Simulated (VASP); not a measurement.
Write the native input for VASP 6.6.1 that does the following.

```
Task                   : single point
Functional             : PBE
Potentials or basis    : VASP PAW PBE potentials, release 64 (B)
Cutoff                 : 520 eV
k mesh                 : 6 × 6 × 4
Occupations            : gaussian, width 0.1 eV
Spin                   : no spin polarisation
Dipole correction      : no
Further INCAR settings : ALGO = Normal; EDIFF = 1e-07; NBANDS = 18
```

The structure of B lies in POSCAR:

```
B
1.0
    2.4207530934     -1.6048040039      0.0000000000
    2.4207530934      1.6048040039      0.0000000000
   -2.3474188981      0.0000000000      5.3674727132
B
6
Direct
    0.7026459519      0.6797832531      0.5384600052
    0.2973540481      0.3202167469      0.4615399948
    0.2904661326      0.7095338674      0.2500000000
    0.6797832531      0.7026459519      0.0384600052
    0.3202167469      0.2973540481      0.9615399948
    0.7095338674      0.2904661326      0.7500000000
```

The input as run:

INCAR

```
ALGO = Normal ; EDIFF = 1E-7
ENCUT = 520 ; GGA = PE
ISIF = 2 ; ISMEAR = 0
LASPH = T ; LCHARG = F
LREAL = F ; LWAVE = F
NBANDS = 18 ; NELM = 60
PREC = Accurate ; SIGMA = 0.1
```

KPOINTS

```
k-points
0
Gamma
  6 6 4
```

Potentials or basis: VASP PAW PBE potentials, release 64 (B).

Run with:

```sh
$ cat potpaw_PBE.64/B/POTCAR > POTCAR
$ mpirun -np 1 vasp_std > vasp.out
```

Results of the run:

* Pressure: 1.6 GPa
* Largest force: 0.117 eV/Å
* Band gap on the k mesh: zero (bands 9 and 10 overlap by 3.98 eV)

Caveat: the k points lie up to 0.40 Å⁻¹ apart, too coarse for converged energies and pressures of a metal.

It took 21 s on 1 thread of AMD EPYC 9R45 96-Core Processor (Zen 5), on a shared host, peak memory 0.14 GiB.
